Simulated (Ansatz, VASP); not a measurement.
# Two plane-wave programs on P

```
P
1.0
     1.68004   -5.72736    0.00000
     1.68004    5.72736    0.00000
     0.00000    0.00000    4.48941
P
4
Direct
  0.09407 0.90593 0.91372
  0.59407 0.40593 0.58628
  0.90593 0.09407 0.08628
  0.40593 0.59407 0.41372
```

Change from the starting cell: strain +0.015 along x and y, -0.015 along z, atoms carried along.

Alike in both runs: task single point; functional PBE; k mesh 10 × 10 × 8; occupations gaussian, width 0.03 eV; no spin polarisation.

|  | VASP | Ansatz |
| --- | --- | --- |
| version | VASP 6.6.1 | Ansatz 0.2.0 |
| potentials or method | VASP PAW PBE potentials, release 64 (P), cutoff 520 eV | scalar-relativistic, plane waves, PAW |
| valence electrons in the cell | 20 | 20 |

|  | VASP | Ansatz | Ansatz less VASP |
| --- | --- | --- | --- |
| gap on the k mesh at the Fermi level (eV) | 0.01 | 0.02 | +0.015 |
| least direct gap on the mesh (eV) | 0.01 | 0.02 | +0.015 |
| pressure (GPa) | -1.3 | -1.0 | +0.29 |
| traceless stress, the component that is largest in VASP (GPa) | 1.74 | 1.74 | -0.001 |
| rms of the force components (eV/Å) | 0.163 | 0.159 | -0.0039 |

Atom by atom the forces differ by 0.029 eV/Å (rms over components).
